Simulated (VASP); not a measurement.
Set up this calculation in VASP 6.6.1, as the native input.

```yaml
Task: single point
Functional: r2SCAN
Potentials_or_basis: VASP PAW PBE potentials, release 64 (Ba_sv, O)
Cutoff: 660 eV
k_mesh: 6 × 6 × 6
Occupations: gaussian, width 0.01 eV
Spin: no spin polarisation
Dipole_correction: no
Further_INCAR_settings: ALGO = Normal; EDIFF = 1e-06; NBANDS = 15
```

BaO:

```xyz
2
Lattice="0.0000 2.7154 2.7154 2.7154 0.0000 2.7154 2.7154 2.7154 0.0000" Properties=species:S:1:pos:R:3 pbc="T T T"
Ba    0.0000    0.0000    0.0000
O     2.7154    2.7154    2.7154
```

The input as run:

POSCAR

```
BaO
1.0
    0.0000000000      2.7153565467      2.7153565467
    2.7153565467      0.0000000000      2.7153565467
    2.7153565467      2.7153565467      0.0000000000
Ba O
1 1
Direct
    0.0000000000      0.0000000000      0.0000000000
    0.5000000000      0.5000000000      0.5000000000
```

INCAR.step1

```
SYSTEM = BaO
PREC = Accurate ; ENCUT = 660
ISMEAR = 0 ; SIGMA = 0.01
LREAL = .False. ; LASPH = .True.
NELM = 120 ; NBANDS = 15
GGA = PE ; ALGO = Normal
EDIFF = 1E-5 ; LWAVE = .True.
LCHARG = .False. ; GGA_COMPAT = .False.
```

INCAR.step2

```
SYSTEM = BaO
PREC = Accurate ; ENCUT = 660
EDIFF = 1E-6 ; ISMEAR = 0
SIGMA = 0.01 ; LREAL = .False.
LASPH = .True. ; NELM = 120
ALGO = Normal ; ISIF = 2
LWAVE = .False. ; LCHARG = .False.
METAGGA = R2SCAN ; LMIXTAU = .True.
NBANDS = 15 ; ISTART = 1
GGA_COMPAT = .False.
```

KPOINTS

```
Automatic mesh
0
Gamma
  6 6 6
  0 0 0
```

Potentials or basis: VASP PAW PBE potentials, release 64 (Ba_sv, O).

Run with:

```bash
$ cat potpaw_PBE.64/Ba_sv/POTCAR potpaw_PBE.64/O/POTCAR > POTCAR
$ cp INCAR.step1 INCAR
$ mpirun -np 1 vasp_std > vasp.out
$ cp INCAR.step2 INCAR
$ mpirun -np 1 vasp_std > vasp.out
```

It gave:

```
Pressure               : 7.5 GPa
Band gap on the k mesh : 2.08 eV
```

Caveat: the cell stands under pressure; the PAW data sets were made with another functional, which shifts forces and pressure a little; spin-orbit coupling is left out, which moves the levels of the heavy elements.

Wall time 31 s on 1 thread of AMD EPYC 9R45 96-Core Processor (Zen 5), with other jobs on the host, peak memory 0.16 GiB.
